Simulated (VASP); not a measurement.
# Mn (I4/mmm) in VASP: a series of runs

The runs below take Mn through single point, with PBE.

All numbers are computed with VASP 6.6.1; they aren't measurements. Logs are shortened: lines on timing, memory, paths and dates and some standing lists are left out, and cuts for length are marked.

### Step 1. The cell of the first run

Symmetry: I4/mmm, No. 139, tetragonal system. The conventional cell has a = 2.572 Å, b = 2.572 Å, c = 3.458 Å, α = 90.00°, β = 90.00°, γ = 90.00°. Within 3.3 Å of Mn (site symmetry 4/mmm) lie 12 Mn at 2.51 to 2.57 Å.

### Step 2. Single point, PBE, collinear spin, antiferromagnetic start

INCAR

```
SYSTEM = Mn
  PREC = Accurate
  ENCUT = 520
  EDIFF = 1E-7
  ISMEAR = -1
  SIGMA = 0.05
  LREAL = .FALSE.
  LASPH = .TRUE.
  NELM = 150
  ALGO = Normal
  ISIF = 2
  LWAVE = .FALSE.
  LCHARG = .FALSE.
  ISPIN = 2
  MAGMOM = 3 -3
  LORBIT = 11
  LMAXMIX = 4
  GGA = PE
  NBANDS = 24
```

KPOINTS

```
regular mesh
0
G
  12 12 9
  0 0 0
```

POSCAR

```
Mn
1.0
    2.5720972525      0.0000000000      0.0000000000
    0.0000000000      2.5720972525      0.0000000000
    0.0000000000      0.0000000000      3.4580629303
Mn
2
Direct
    1.0000000000      0.0000000000      0.0000000000
    0.5000000000      0.5000000000      0.5000000000
```

Potentials or basis: VASP PAW PBE potentials, release 64 (Mn_pv).

On the command line:

```bash
cat potpaw_PBE.64/Mn_pv/POTCAR > POTCAR
mpirun -np 1 vasp_std > vasp.out
```

OUTCAR:

```text
SYSTEM = Mn
   PREC = Accurate
   ENCUT = 520
   EDIFF = 1E-7
   ISMEAR = -1
   LREAL = .FALSE.
   LASPH = .TRUE.
   NELM = 150
   ISIF = 2
   ISPIN = 2
   LORBIT = 11
   GGA = PE

 ion  position               nearest neighbor table
   1  0.000  0.000  0.000-   2 2.51   2 2.51   2 2.51   2 2.51   2 2.51   2 2.51   2 2.51   2 2.51

   2  0.500  0.500  0.500-   1 2.51   1 2.51   1 2.51   1 2.51   1 2.51   1 2.51   1 2.51   1 2.51

  LATTYP: Found a simple tetragonal cell.
 ALAT       =     2.5720972525
 C/A-ratio  =     1.3444526357

  Lattice vectors:

 A1 = (   2.5720972525,   0.0000000000,   0.0000000000)
 A2 = (   0.0000000000,   2.5720972525,   0.0000000000)
 A3 = (   0.0000000000,   0.0000000000,   3.4580629303)

Analysis of symmetry for initial positions (statically):
=====================================================================
 Subroutine PRICEL returns following result:

  LATTYP: Found a body centered tetragonal cell.
 ALAT       =     2.5720972525
 C/A-ratio  =     1.3444526357
[... 12 lines left out ...]
 Subroutine GETGRP returns: Found 16 space group operations
 (whereof 16 operations were pure point group operations)
 out of a pool of 16 trial point group operations.

The static configuration has the point symmetry D_4h.

Analysis of symmetry for dynamics (positions and initial velocities):
=====================================================================
 Subroutine PRICEL returns following result:

  LATTYP: Found a body centered tetragonal cell.
 ALAT       =     2.5720972525
 C/A-ratio  =     1.3444526357
[... 12 lines left out ...]
 Subroutine GETGRP returns: Found 16 space group operations
 (whereof 16 operations were pure point group operations)
 out of a pool of 16 trial point group operations.

The dynamic configuration has the point symmetry D_4h.

Analysis of structural, dynamic, and magnetic symmetry:
=====================================================================
 Subroutine PRICEL returns following result:

  LATTYP: Found a body centered tetragonal cell.
 ALAT       =     2.5720972525
 C/A-ratio  =     1.3444526357
[... 12 lines left out ...]
 Subroutine GETGRP returns: Found 16 space group operations
 (whereof 16 operations were pure point group operations)
 out of a pool of 16 trial point group operations.

The overall configuration has the point symmetry D_4h.

 Subroutine INISYM returns: Found 16 space group operations
 (whereof 16 operations are pure point group operations),
 and found     2 'primitive' translations

----------------------------------------------------------------------------------------

                                     Primitive cell

  volume of cell :      11.4387
[... 112 lines left out ...]
   GGA     = PE    functional components
   LHFCALC =     F    Hartree Fock is set to
   AEXX    =    0.0000 exact exchange contribution
   IVDW    =     0    specifies the selected vdW correction
   LEPSILON=     F    determine dielectric tensor
   LRPA    =     F    only Hartree local field effects (RPA)
 spin polarized calculation
  energy-cutoff  :      520.00
  volume of cell :       22.88
 maximum number of plane-waves:       634
 NGX is ok and might be reduce to    20
   NGX =  9   NGY =  9   NGZ = 13

 number of electron      25.9999986 magnetization      -0.0000000

 number of electron      25.9999986 magnetization       0.0000000

 Free energy of the ion-electron system (eV)
  ---------------------------------------------------
  ext. energy  EPLUGINS =         0.00000000
  ---------------------------------------------------
  free energy    TOTEN  =       -17.95062570 eV

  energy without entropy =      -17.93158610  energy(sigma->0) =      -17.94110590

 E-fermi :   9.7347     XC(G=0): -13.6123

 val. band max:        9.7286849863   @ k =   0.2500   0.0833   0.1111
 cond. band min:       9.7393984296   @ k =   0.1667   0.0833   0.2222
 fundamental gap:      0.0107134433
 Fermi energy:         9.7346889601

 spin component 1

 k-point     1 :       0.0000    0.0000    0.0000
  band No.  band energies     occupation
      1     -39.1998      1.00000
      2     -38.8914      1.00000
      3     -38.8914      1.00000
      4     -37.1020      1.00000
      5     -36.9438      1.00000
      6     -36.9438      1.00000
[... 637 lines left out ...]
     23      26.2334      0.00000
     24      26.4503      0.00000

 [... further k-points ...]

 spin component 2

 k-point     1 :       0.0000    0.0000    0.0000
  band No.  band energies     occupation
      1     -39.1998      1.00000
      2     -38.8914      1.00000
      3     -38.8914      1.00000
      4     -37.1020      1.00000
      5     -36.9438      1.00000
      6     -36.9438      1.00000
[... 637 lines left out ...]
     23      26.2334      0.00000
     24      26.4503      0.00000

 [... further k-points ...]

------------------------ aborting loop because EDIFF is reached ----------------------------------------

  FORCE on cell =-STRESS in cart. coord.  units (eV):
  Direction    XX          YY          ZZ          XY          YZ          ZX
  --------------------------------------------------------------------------------------
  -------------------------------------------------------------------------------------
  Total        0.0368496      0.0368496      0.0546159      0.0000000      0.0000000      0.0000000
  in kB        2.5806858      2.5806858      3.8249154      0.0000000      0.0000000      0.0000000
  external PRESSURE =       2.9954290 kB  Pullay stress =       0.0000000 kB

 VOLUME and BASIS-vectors are now :
 -----------------------------------------------------------------------------
  energy-cutoff  :      520.00
  volume of cell :       22.88
      direct lattice vectors                 reciprocal lattice vectors
     2.572097252  0.000000000  0.000000000     0.388787787  0.000000000  0.000000000
     0.000000000  2.572097252  0.000000000     0.000000000  0.388787787  0.000000000
     0.000000000  0.000000000  3.458062930     0.000000000  0.000000000  0.289179237

 POSITION                                       TOTAL-FORCE (eV/Angst)
 -----------------------------------------------------------------------------------
      0.00000      0.00000      0.00000         0.000000      0.000000     -0.000000
      1.28605      1.28605      1.72903        -0.000000     -0.000000      0.000000
 -----------------------------------------------------------------------------------
    total drift:                               -0.000000      0.000000      0.000000

  FREE ENERGIE OF THE ION-ELECTRON SYSTEM (eV)
  ---------------------------------------------------
  free  energy   TOTEN  =       -17.9506257007 eV

  energy  without entropy=      -17.9315861014  energy(sigma->0) =      -17.94110590

 total charge

# of ion       s       p       d       tot
------------------------------------------
    1        0.408   6.372   5.089  11.869
    2        0.408   6.372   5.089  11.869
--------------------------------------------------
tot          0.816  12.744  10.177  23.737

 magnetization (x)

# of ion       s       p       d       tot
------------------------------------------
    1        0.024   0.030   1.815   1.869
    2       -0.024  -0.030  -1.815  -1.869
--------------------------------------------------
tot          0.000   0.000   0.000   0.000
```

OSZICAR:

```text
N       E                     dE             d eps       ncg     rms          rms(c)
DAV:   1     0.246016487665E+03    0.24602E+03   -0.14667E+04 13952   0.148E+03
DAV:   2    -0.105056435558E+02   -0.25652E+03   -0.24536E+03 13824   0.397E+02
DAV:   3    -0.203929519964E+02   -0.98873E+01   -0.98435E+01 14808   0.892E+01
DAV:   4    -0.204801950312E+02   -0.87243E-01   -0.87236E-01 14816   0.818E+00
DAV:   5    -0.204816542584E+02   -0.14592E-02   -0.14592E-02 14872   0.107E+00    0.195E+01
DAV:   6    -0.178981223701E+02    0.25835E+01   -0.83741E+00 13648   0.402E+01    0.814E+00
DAV:   7    -0.179639912057E+02   -0.65869E-01   -0.47693E-01 14904   0.793E+00    0.361E+00
DAV:   8    -0.179609784346E+02    0.30128E-02   -0.10021E-02 14768   0.968E-01    0.785E-01
DAV:   9    -0.179506998227E+02    0.10279E-01   -0.40329E-03 14368   0.573E-01    0.214E-01
DAV:  10    -0.179506171501E+02    0.82673E-04   -0.78317E-04 14536   0.275E-01    0.628E-02
DAV:  11    -0.179506303373E+02   -0.13187E-04   -0.49433E-05 14808   0.616E-02    0.249E-02
DAV:  12    -0.179506291507E+02    0.11866E-05   -0.13899E-05 14584   0.208E-02    0.122E-02
DAV:  13    -0.179506279677E+02    0.11830E-05   -0.13251E-06 15016   0.935E-03    0.541E-03
DAV:  14    -0.179506263098E+02    0.16579E-05   -0.37770E-07 14216   0.569E-03    0.140E-03
DAV:  15    -0.179506256955E+02    0.61433E-06   -0.45749E-08  7288   0.158E-03    0.517E-04
DAV:  16    -0.179506257007E+02   -0.52228E-08   -0.28710E-09  6952   0.501E-04
   1 F= -.17950626E+02 E0= -.17941106E+02  d E =-.190396E-01  mag=    -0.0000
```

stdout:

```text
POSCAR found type information on POSCAR Mn
 POSCAR found :  1 types and       2 ions
 scaLAPACK will be used
 LDA part: xc-table for (Slater+PW92), standard interpolation
 POSCAR, INCAR and KPOINTS ok, starting setup
 FFT: planning ... GRIDC
 FFT: planning ... GRID_SOFT
 FFT: planning ... GRID
 WAVECAR not read
 entering main loop
```

Run time: 83 s. Hardware: 1 thread of AMD EPYC 9R45 (Zen 5), shared host; peak memory 0.19 GiB.

Results:

* Free energy: -17.9506 eV
* Pressure: 0.3 GPa
* Band gap on the k mesh: zero (filled and empty bands overlap)
* Net moment: 0.00 μB per cell
* Site moments: Mn +1.87, -1.87 μB
* Valence electrons inside the program's atomic spheres: Mn 11.87

Levels at points of the mesh, in eV from the Fermi level:
Spin up:
```
           k point  band 9  band 10  band 11  band 12  band 13  band 14  band 15  band 16  band 17  band 18
(0.00, 0.00, 0.00)   -3.72    -1.34    -1.34    -0.56    -0.24     0.88     2.20     2.20     2.36     4.06
(0.50, 0.00, 0.00)   -2.50    -2.45    -1.17    -1.15    -0.96    -0.44     0.91     1.35     2.50     3.80
(0.50, 0.50, 0.00)   -3.63    -3.63     1.10     1.25     2.13     2.17     2.17     2.54     2.82     2.82
```
Spin down:
```csv
k point,band 10,band 11,band 12,band 13,band 14,band 15,band 16,band 17
"(0.00, 0.00, 0.00)",-1.34,-1.34,-0.56,-0.24,0.88,2.20,2.20,2.36
"(0.50, 0.00, 0.00)",-2.45,-1.17,-1.15,-0.96,-0.44,0.91,1.35,2.50
"(0.50, 0.50, 0.00)",-3.63,1.10,1.25,2.13,2.17,2.17,2.54,2.82
```

### Step 3. Single point, PBE, collinear spin, antiferromagnetic start (11.44 Å³/atom)

INCAR

```
PREC     = Accurate       # precision mode
ENCUT    = 520            # plane-wave cutoff, eV
EDIFF    = 1E-6           # SCF threshold, eV
ISMEAR   = -1             # smearing method
SIGMA    = 0.05           # smearing width, eV
LREAL    = False          # projectors in reciprocal space
LASPH    = True           # aspherical terms in the spheres
NELM     = 150            # most SCF steps
ALGO     = Normal         # electronic algorithm
ISIF     = 2              # what is computed and relaxed
LWAVE    = False          # write WAVECAR
LCHARG   = False          # write CHGCAR
ISPIN    = 2              # spin polarisation
MAGMOM   = 1.799 -1.799   # initial moments
LORBIT   = 11             # projections on sites
LMAXMIX  = 4              # l up to which the mixer works
GGA      = PE             # functional
NBANDS   = 24             # bands
```

KPOINTS

```
regular mesh
0
Gamma
  14 14 10
```

POSCAR is that of step 2.

Potentials or basis: VASP PAW PBE potentials, release 64 (Mn_pv).

On the command line:

```bash
cat potpaw_PBE.64/Mn_pv/POTCAR > POTCAR
mpirun -np 1 vasp_std > vasp.out
```

It took 3.2 min on 1 thread of Intel Xeon Platinum 8259CL at 2.50GHz (Skylake/Cascade Lake), shared host; peak memory 0.26 GiB.

It converged, with:

```
Free energy                                           : -17.9495 eV
Pressure                                              : 0.7 GPa
Band gap on the k mesh                                : zero (filled and empty bands overlap)
Net moment                                            : 0.00 μB per cell
Site moments                                          : Mn +1.89, -1.89 μB
Valence electrons inside the program's atomic spheres : Mn 11.87
```

Stress tensor (GPa, compression positive):
```
0.87 0.00 0.00
0.00 0.87 0.00
0.00 0.00 0.27
```

Levels at points of the mesh, in eV from the Fermi level:
Spin up:
```
           k point  band 11  band 12  band 13  band 14  band 15  band 16
(0.00, 0.00, 0.00)    -1.36    -0.56    -0.25     0.87     2.19     2.19
(0.50, 0.00, 0.00)    -1.18    -1.15    -0.96    -0.46     0.92     1.35
(0.50, 0.50, 0.00)     1.08     1.24     2.13     2.17     2.17     2.54
(0.00, 0.00, 0.50)    -0.98    -0.77    -0.77    -0.10     0.70     0.96
(0.50, 0.00, 0.50)    -1.37    -0.27     0.30     0.41     1.11     2.04
(0.50, 0.50, 0.50)    -1.46    -1.46    -0.53     1.09     1.43     2.55
```
Spin down:
```tsv
k point	band 9	band 10	band 11	band 12	band 13	band 14	band 15	band 16	band 17	band 18
(0.00, 0.00, 0.00)	-3.73	-1.36	-1.36	-0.56	-0.25	0.87	2.19	2.19	2.37	4.05
(0.50, 0.00, 0.00)	-2.52	-2.46	-1.18	-1.15	-0.96	-0.46	0.92	1.35	2.49	3.79
(0.50, 0.50, 0.00)	-3.64	-3.64	1.08	1.24	2.13	2.17	2.17	2.54	2.82	2.82
(0.00, 0.00, 0.50)	-2.87	-1.67	-0.98	-0.77	-0.77	-0.10	0.70	0.96	0.96	2.18
(0.50, 0.00, 0.50)	-1.76	-1.52	-1.37	-0.27	0.30	0.41	1.11	2.04	2.09	2.17
(0.50, 0.50, 0.50)	-2.70	-2.35	-1.46	-1.46	-0.53	1.09	1.43	2.55	9.26	9.26
```
